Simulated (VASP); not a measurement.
# SrO (Fm-3m) in VASP: a series of runs

Runs on SrO. Level: r2SCAN. Tasks: single point.

Program: VASP 6.6.1. These are calculated values, not measurements. Logs are shortened: lines on timing, memory, paths and dates and some standing lists are left out, and cuts for length are marked.

## (1) The cell of the first run

It takes space group Fm-3m (No. 225, cubic). The conventional cell has a = 5.161 Å, b = 5.161 Å, c = 5.161 Å, α = 90.00°, β = 90.00°, γ = 90.00°. Sr (site symmetry m-3m) has 6 O at 2.58 Å within 3.4 Å. Within 3.4 Å of O (site symmetry m-3m) lie 6 Sr at 2.58 Å.

## (2) Single point, r2SCAN

POSCAR

```
SrO
1.0
    0.0000000000      2.5803128232      2.5803128232
    2.5803128232      0.0000000000      2.5803128232
    2.5803128232      2.5803128232      0.0000000000
Sr O
1 1
Direct
    0.5000000000      0.5000000000      0.5000000000
    0.0000000000      0.0000000000      0.0000000000
```

INCAR.step1

```
SYSTEM = SrO
ALGO = Normal
EDIFF = 1E-4
ENCUT = 520
GGA = PE
ISMEAR = 0
LASPH = .TRUE.
LCHARG = .FALSE.
LREAL = .FALSE.
LWAVE = .TRUE.
NBANDS = 15
NELM = 60
PREC = Accurate
SIGMA = 0.02
```

INCAR.step2

```
SYSTEM = SrO
ALGO = Normal
EDIFF = 1E-6
ENCUT = 520
ISIF = 2
ISMEAR = 0
ISTART = 1
LASPH = .TRUE.
LCHARG = .FALSE.
LMIXTAU = .TRUE.
LREAL = .FALSE.
LWAVE = .FALSE.
METAGGA = R2SCAN
NBANDS = 15
NELM = 60
PREC = Accurate
SIGMA = 0.02
```

KPOINTS

```
k-points
0
G
  8 8 8
  0 0 0
```

Potentials or basis: VASP PAW PBE potentials, release 64 (Sr_sv, O).

The run is started by

```
$ cat potpaw_PBE.64/Sr_sv/POTCAR potpaw_PBE.64/O/POTCAR > POTCAR
$ cp INCAR.step1 INCAR
$ mpirun -np 1 vasp_std > vasp.out
$ cp INCAR.step2 INCAR
$ mpirun -np 1 vasp_std > vasp.out
```

OUTCAR:

```text
SYSTEM = SrO
   EDIFF = 1E-6
   ENCUT = 520
   ISIF = 2
   ISMEAR = 0
   ISTART = 1
   LASPH = .TRUE.
   LREAL = .FALSE.
   METAGGA = R2SCAN
   NELM = 60
   PREC = Accurate

 ion  position               nearest neighbor table
   1  0.500  0.500  0.500-   2 2.58   2 2.58   2 2.58   2 2.58   2 2.58   2 2.58
   2  0.000  0.000  0.000-   1 2.58   1 2.58   1 2.58   1 2.58   1 2.58   1 2.58

  LATTYP: Found a face centered cubic cell.
 ALAT       =     5.1606256464

  Lattice vectors:

 A1 = (   0.0000000000,   2.5803128232,   2.5803128232)
 A2 = (   2.5803128232,   0.0000000000,   2.5803128232)
 A3 = (   2.5803128232,   2.5803128232,   0.0000000000)

Analysis of symmetry for initial positions (statically):
=====================================================================
 Subroutine PRICEL returns:
 Original cell was already a primitive cell.

 Routine SETGRP: Setting up the symmetry group for a
 face centered cubic supercell.

 Subroutine GETGRP returns: Found 48 space group operations
[... 9 lines left out ...]

 Routine SETGRP: Setting up the symmetry group for a
 face centered cubic supercell.

 Subroutine GETGRP returns: Found 48 space group operations
[... 11 lines left out ...]
                                     Primitive cell

  volume of cell :      34.3595

  direct lattice vectors                    reciprocal lattice vectors
     0.000000000  2.580312823  2.580312823    -0.193774955  0.193774955  0.193774955
     2.580312823  0.000000000  2.580312823     0.193774955 -0.193774955  0.193774955
     2.580312823  2.580312823  0.000000000     0.193774955  0.193774955 -0.193774955

  length of vectors
     3.649113390  3.649113390  3.649113390     0.335628066  0.335628066  0.335628066

  position of ions in fractional coordinates (direct lattice)
     0.500000000  0.500000000  0.500000000
     0.000000000  0.000000000  0.000000000

  ion indices of the primitive-cell ions
   primitive index   ion index
                 1           1
                 2           2

----------------------------------------------------------------------------------------

 KPOINTS: k-points

Automatic generation of k-mesh.
 Grid dimensions read from file:
 generate k-points for:    8    8    8

 Generating k-lattice:

  Cartesian coordinates                     Fractional coordinates (reciprocal lattice)
    -0.024221869  0.024221869  0.024221869     0.125000000  0.000000000  0.000000000
     0.024221869 -0.024221869  0.024221869     0.000000000  0.125000000  0.000000000
     0.024221869  0.024221869 -0.024221869     0.000000000  0.000000000  0.125000000

  Length of vectors
     0.041953508  0.041953508  0.041953508

  Shift w.r.t. Gamma in fractional coordinates (k-lattice)
     0.000000000  0.000000000  0.000000000

 Subroutine IBZKPT returns following result:
 ===========================================

 Found     29 irreducible k-points:

 Following reciprocal coordinates:
            Coordinates               Weight
  0.000000  0.000000  0.000000      1.000000
  0.125000  0.000000  0.000000      8.000000
  0.250000  0.000000  0.000000      8.000000
  0.375000  0.000000  0.000000      8.000000
  0.500000  0.000000  0.000000      4.000000
  0.125000  0.125000  0.000000      6.000000
[... 16 lines left out ...]
  0.500000  0.250000  0.125000     48.000000
 -0.375000  0.250000  0.125000     24.000000
 [... further k-points ...]
   k-points           NKPTS =     29   k-points in BZ     NKDIM =     29   number of bands    NBANDS=     15
   number of dos      NEDOS =    301   number of ions     NIONS =      2
   total plane-waves  NPLWV =  21952
   dimension x,y,z NGX =    28 NGY =   28 NGZ =   28
   dimension x,y,z NGXF=    56 NGYF=   56 NGZF=   56
   ions per type =               1   1
   NGX,Y,Z   is equivalent  to a cutoff of  12.76, 12.76, 12.76 a.u.
   NGXF,Y,Z  is equivalent  to a cutoff of  25.51, 25.51, 25.51 a.u.
 SYSTEM =  SrO
   PREC   = accura    normal or accurate (medium, high low for compatibility)
   ISTART =      1    job   : 0-new  1-cont  2-samecut
   ICHARG =      0    charge: 1-file 2-atom 10-const
   ISPIN  =      1    spin polarized calculation?
   LNONCOLLINEAR =      F non collinear calculations
   LSORBIT =      F    spin-orbit coupling
   LASPH  =      T    aspherical Exc in radial PAW
   ENCUT  =  520.0 eV  38.22 Ry    6.18 a.u.   6.78  6.78  6.78*2*pi/ulx,y,z
   NELM   =     60;   NELMIN=  2; NELMDL=  0     # of ELM steps
   EDIFF  = 0.1E-05   stopping-criterion for ELM
   LREAL  =      F    real-space projection
   EDIFFG = 0.1E-04   stopping-criterion for IOM
   NSW    =      0    number of steps for IOM
   IBRION =     -1    ionic relax: 0-MD 1-quasi-New 2-CG
   NFREE  =      0    steps in history (QN), initial steepest desc. (CG)
   ISIF   =      2    stress and relaxation
   ISYM   =      2    0-nonsym 1-usesym 2-fastsym
   POTIM  = 0.5000    time-step for ionic-motion
   TEBEG  =    0.0;   TEEND  =   0.0 temperature during run
   PSTRESS=    0.0 pullay stress
   NELECT =      16.0000    total number of electrons
   NUPDOWN=      -1.0000    fix difference up-down
   EMIN   =  10.00;   EMAX   =-10.00  energy-range for DOS
   EFERMI =   0.00;   METHOD = LEGACY
   ISMEAR =     0;   SIGMA  =   0.02  broadening in eV -4-tet -1-fermi 0-gaus
   EFERMI_NEDOS =   21; number of points for ismear=-14 and -15
   IALGO  =     38    algorithm
   IMIX   =      4    mixing-type and parameters
     AMIX     =   0.40;   BMIX     =  1.00
     AMIX_MAG =   1.60;   BMIX_MAG =  1.00
  volume/ion in A,a.u.               =      17.18       115.93
  Fermi-wavevector in a.u.,A,eV,Ry     =   1.268915  2.397901 21.907350  1.610145
  Thomas-Fermi vector in A             =   2.401984
   LORBIT       =      0    0 simple, 1 ext, 2 COOP (PROOUT), +10 PAW based schemes
   METAGGA = R2SCAN    functional components
   LHFCALC =     F    Hartree Fock is set to
   AEXX    =    0.0000 exact exchange contribution
   IVDW    =     0    specifies the selected vdW correction
   LEPSILON=     F    determine dielectric tensor
   LRPA    =     F    only Hartree local field effects (RPA)
 non-spin polarized calculation
 Gauss-broadening in eV      SIGMA  =   0.02
  energy-cutoff  :      520.00
  volume of cell :       34.36
 maximum number of plane-waves:       941
   NGX = 13   NGY = 13   NGZ = 13

 number of electron      15.9999998 magnetization

 Free energy of the ion-electron system (eV)
  ---------------------------------------------------
  ext. energy  EPLUGINS =         0.00000000
  ---------------------------------------------------
  free energy    TOTEN  =       -27.05578708 eV

  energy without entropy =      -27.05578708  energy(sigma->0) =      -27.05578708

 E-fermi :   1.5178     XC(G=0): -10.5302

 val. band max:        1.2916851175   @ k =   0.0000   0.0000   0.0000
 cond. band min:       5.0396107898   @ k =   0.5000   0.5000   0.0000
 fundamental gap:      3.7479256723
 Fermi energy:         1.5177523196

 k-point     1 :       0.0000    0.0000    0.0000
  band No.  band energies     occupation
      1     -32.2194      2.00000
      2     -14.7230      2.00000
      3     -13.2537      2.00000
      4     -13.2537      2.00000
      5     -13.2537      2.00000
      6       1.2917      2.00000
      7       1.2917      2.00000
      8       1.2917      2.00000
      9       5.8703      0.00000
     10       8.0445      0.00000
     11       8.0445      0.00000
     12       8.0445      0.00000
     13      10.3410      0.00000
     14      10.3410      0.00000
     15      14.5342      0.00000

 k-point     2 :       0.1250    0.0000    0.0000
  band No.  band energies     occupation
      1     -32.2002      2.00000
      2     -15.0108      2.00000
      3     -13.2648      2.00000
      4     -13.2648      2.00000
      5     -13.0129      2.00000
      6       0.8691      2.00000
      7       1.1020      2.00000
      8       1.1020      2.00000
      9       6.5498      0.00000
     10       7.8836      0.00000
     11       8.3528      0.00000
     12       8.3528      0.00000
     13      10.7470      0.00000
     14      10.7470      0.00000
     15      15.5439      0.00000

 k-point     3 :       0.2500    0.0000    0.0000
  band No.  band energies     occupation
      1     -32.1535      2.00000
      2     -15.5186      2.00000
      3     -13.2915      2.00000
      4     -13.2915      2.00000
      5     -12.6200      2.00000
      6       0.0726      2.00000
      7       0.6888      2.00000
      8       0.6888      2.00000
      9       7.7947      0.00000
     10       8.0917      0.00000
     11       9.1897      0.00000
     12       9.1897      0.00000
     13      11.7676      0.00000
     14      11.7676      0.00000
     15      17.5526      0.00000

 k-point     4 :       0.3750    0.0000    0.0000
  band No.  band energies     occupation
      1     -32.1061      2.00000
      2     -15.9152      2.00000
      3     -13.3177      2.00000
      4     -13.3177      2.00000
      5     -12.3386      2.00000
      6      -0.5670      2.00000
      7       0.3237      2.00000
      8       0.3237      2.00000
      9       8.1167      0.00000
     10       9.6044      0.00000
     11      10.2125      0.00000
     12      10.2125      0.00000
     13      13.0333      0.00000
     14      13.0333      0.00000
     15      17.5276      0.00000
[... 307 lines left out ...]
 k-point    22 :       0.3750    0.2500    0.1250
  band No.  band energies     occupation
      1     -32.1196      2.00000
      2     -15.5372      2.00000
      3     -13.4988      2.00000
      4     -13.3472      2.00000
      5     -12.6648      2.00000
      6      -0.1306      2.00000
      7       0.6147      2.00000
      8       1.0231      2.00000
      9       6.8505      0.00000
     10       8.4324      0.00000
     11      10.0715      0.00000
     12      10.4505      0.00000
     13      11.9161      0.00000
     14      12.7432      0.00000
     15      18.6922      0.00000

 k-point    23 :       0.5000    0.2500    0.1250
  band No.  band energies     occupation
      1     -32.0822      2.00000
      2     -15.6918      2.00000
      3     -13.5983      2.00000
      4     -13.4192      2.00000
      5     -12.6025      2.00000
      6      -0.2007      2.00000
      7       0.3788      2.00000
      8       0.7826      2.00000
      9       7.3528      0.00000
     10       9.0293      0.00000
     11      10.8146      0.00000
     12      10.9290      0.00000
     13      13.0324      0.00000
     14      13.9723      0.00000
     15      16.4633      0.00000

 k-point    24 :      -0.3750    0.2500    0.1250
  band No.  band energies     occupation
      1     -32.0665      2.00000
      2     -15.7535      2.00000
      3     -13.6186      2.00000
      4     -13.4736      2.00000
      5     -12.5760      2.00000
      6      -0.2339      2.00000
      7       0.4450      2.00000
      8       0.5196      2.00000
      9       8.1663      0.00000
     10       8.5391      0.00000
     11      11.2168      0.00000
     12      11.3555      0.00000
     13      13.5471      0.00000
     14      14.8581      0.00000
     15      15.5491      0.00000

 [... further k-points ...]

------------------------ aborting loop because EDIFF is reached ----------------------------------------

  FORCE on cell =-STRESS in cart. coord.  units (eV):
  Direction    XX          YY          ZZ          XY          YZ          ZX
  --------------------------------------------------------------------------------------
  -------------------------------------------------------------------------------------
  Total        0.1030751      0.1030751      0.1030751      0.0000000      0.0000000     -0.0000000
  in kB        4.8063712      4.8063712      4.8063712      0.0000000      0.0000000     -0.0000000
  external PRESSURE =       4.8063712 kB  Pullay stress =       0.0000000 kB

 VOLUME and BASIS-vectors are now :
 -----------------------------------------------------------------------------
  energy-cutoff  :      520.00
  volume of cell :       34.36
      direct lattice vectors                 reciprocal lattice vectors
     0.000000000  2.580312823  2.580312823    -0.193774955  0.193774955  0.193774955
     2.580312823  0.000000000  2.580312823     0.193774955 -0.193774955  0.193774955
     2.580312823  2.580312823  0.000000000     0.193774955  0.193774955 -0.193774955

 POSITION                                       TOTAL-FORCE (eV/Angst)
 -----------------------------------------------------------------------------------
      2.58031      2.58031      2.58031        -0.000000      0.000000      0.000000
      0.00000      0.00000      0.00000         0.000000     -0.000000     -0.000000
 -----------------------------------------------------------------------------------
    total drift:                                0.000000      0.000000      0.000000

  FREE ENERGIE OF THE ION-ELECTRON SYSTEM (eV)
  ---------------------------------------------------
  free  energy   TOTEN  =       -27.0557870765 eV

  energy  without entropy=      -27.0557870765  energy(sigma->0) =      -27.05578708
```

It took 2.2 min on 1 thread of Intel Xeon Platinum 8259CL at 2.50GHz (Skylake/Cascade Lake), shared host; peak memory 0.17 GiB.

What came out:

```yaml
Free_energy: -27.0558 eV
Pressure: 0.5 GPa
Band_gap_on_the_k_mesh: 3.75 eV, indirect (least direct gap 3.84 eV)
```

Caveat: the PAW data sets were made with another functional, which shifts forces and pressure a little.

## (3) Single point, r2SCAN

This run uses another cell than the first one, of 16.90 Å³/atom, 0.984 times its volume.

POSCAR

```
SrO
1.0
    0.0000000000      2.5663000000      2.5663000000
    2.5663000000      0.0000000000      2.5663000000
    2.5663000000      2.5663000000      0.0000000000
Sr O
1 1
Direct
    0.5000000000      0.5000000000      0.5000000000
    0.0000000000      0.0000000000      0.0000000000
```

INCAR.step1

```
  PREC = Accurate
  ENCUT = 520
  ISMEAR = 0
  SIGMA = 0.02
  LREAL = F
  LASPH = T
  NELM = 100
  NBANDS = 15
  GGA = PE
  ALGO = Normal
  EDIFF = 1E-4
  LWAVE = T
  LCHARG = F
```

INCAR.step2

```
  PREC = Accurate
  ENCUT = 520
  EDIFF = 1E-6
  ISMEAR = 0
  SIGMA = 0.02
  LREAL = F
  LASPH = T
  NELM = 100
  ALGO = Normal
  ISIF = 2
  LWAVE = F
  LCHARG = T
  METAGGA = R2SCAN
  LMIXTAU = T
  LELF = T
  LVHAR = T
  NBANDS = 15
  ISTART = 1
```

KPOINTS

```
regular mesh
0
Gamma
  8 8 8
```

Potentials or basis: VASP PAW PBE potentials, release 64 (Sr_sv, O).

The run is started by

```
$ cat potpaw_PBE.64/Sr_sv/POTCAR potpaw_PBE.64/O/POTCAR > POTCAR
$ cp INCAR.step1 INCAR
$ mpirun -np 1 vasp_std > vasp.out
$ cp INCAR.step2 INCAR
$ mpirun -np 1 vasp_std > vasp.out
```

OUTCAR:

```text
PREC = Accurate
   ENCUT = 520
   EDIFF = 1E-6
   ISMEAR = 0
   LREAL = F
   LASPH = T
   NELM = 100
   ISIF = 2
   METAGGA = R2SCAN
   ISTART = 1

 ion  position               nearest neighbor table
   1  0.500  0.500  0.500-   2 2.57   2 2.57   2 2.57   2 2.57   2 2.57   2 2.57
   2  0.000  0.000  0.000-   1 2.57   1 2.57   1 2.57   1 2.57   1 2.57   1 2.57

  LATTYP: Found a face centered cubic cell.
 ALAT       =     5.1326000000

  Lattice vectors:

[... 616 lines left out ...]

 [... further k-points ...]

------------------------ aborting loop because EDIFF is reached ----------------------------------------

  FORCE on cell =-STRESS in cart. coord.  units (eV):
  Direction    XX          YY          ZZ          XY          YZ          ZX
  --------------------------------------------------------------------------------------
  -------------------------------------------------------------------------------------
  Total        0.4440830      0.4440830      0.4440830      0.0000000     -0.0000000      0.0000000
  in kB       21.0485652     21.0485652     21.0485652      0.0000000     -0.0000000      0.0000000
  external PRESSURE =      21.0485652 kB  Pullay stress =       0.0000000 kB

 VOLUME and BASIS-vectors are now :
 -----------------------------------------------------------------------------
  energy-cutoff  :      520.00
  volume of cell :       33.80
      direct lattice vectors                 reciprocal lattice vectors
     0.000000000  2.566300000  2.566300000    -0.194833028  0.194833028  0.194833028
     2.566300000  0.000000000  2.566300000     0.194833028 -0.194833028  0.194833028
     2.566300000  2.566300000  0.000000000     0.194833028  0.194833028 -0.194833028

 POSITION                                       TOTAL-FORCE (eV/Angst)
 -----------------------------------------------------------------------------------
      2.56630      2.56630      2.56630         0.000000      0.000000     -0.000000
      0.00000      0.00000      0.00000         0.000000      0.000000      0.000000
 -----------------------------------------------------------------------------------
    total drift:                                0.000000      0.000000      0.000000

  FREE ENERGIE OF THE ION-ELECTRON SYSTEM (eV)
  ---------------------------------------------------
  free  energy   TOTEN  =       -27.0508549099 eV

  energy  without entropy=      -27.0508549099  energy(sigma->0) =      -27.05085491
```

OSZICAR.step1:

```text
N       E                     dE             d eps       ncg     rms          rms(c)
DAV:   1     0.592253453019E+02    0.59225E+02   -0.76354E+03   870   0.100E+03
DAV:   2    -0.109686325783E+02   -0.70194E+02   -0.64884E+02  1240   0.211E+02
DAV:   3    -0.141793022275E+02   -0.32107E+01   -0.31945E+01  1238   0.388E+01
DAV:   4    -0.142408277123E+02   -0.61525E-01   -0.61522E-01  1082   0.432E+00
DAV:   5    -0.142412632928E+02   -0.43558E-03   -0.43558E-03  1129   0.321E-01    0.166E+01
DAV:   6    -0.121830472411E+02    0.20582E+01   -0.66363E+00   891   0.195E+01    0.196E+01
DAV:   7    -0.120457402758E+02    0.13731E+00   -0.29014E-01  1024   0.481E+00    0.114E+01
DAV:   8    -0.120349499828E+02    0.10790E-01   -0.11698E-01  1108   0.341E+00    0.458E-01
DAV:   9    -0.120363921168E+02   -0.14421E-02   -0.56868E-03  1113   0.478E-01    0.232E-01
DAV:  10    -0.120368558461E+02   -0.46373E-03   -0.43987E-04   954   0.195E-01    0.834E-02
DAV:  11    -0.120369971584E+02   -0.14131E-03   -0.13708E-04   917   0.868E-02    0.275E-02
DAV:  12    -0.120370149648E+02   -0.17806E-04   -0.26819E-05   687   0.387E-02
   1 F= -.12037015E+02 E0= -.12037015E+02  d E =-.179682E-17
```

Wall time 2.4 min (1 thread of Intel Xeon Platinum 8259CL at 2.50GHz (Skylake/Cascade Lake), shared host); peak memory 0.17 GiB.

What came out:

```
Free energy            : -27.0509 eV
Pressure               : 2.1 GPa
Band gap on the k mesh : 3.74 eV, indirect (least direct gap 3.82 eV)
```

Caveat: the PAW data sets were made with another functional, which shifts forces and pressure a little.
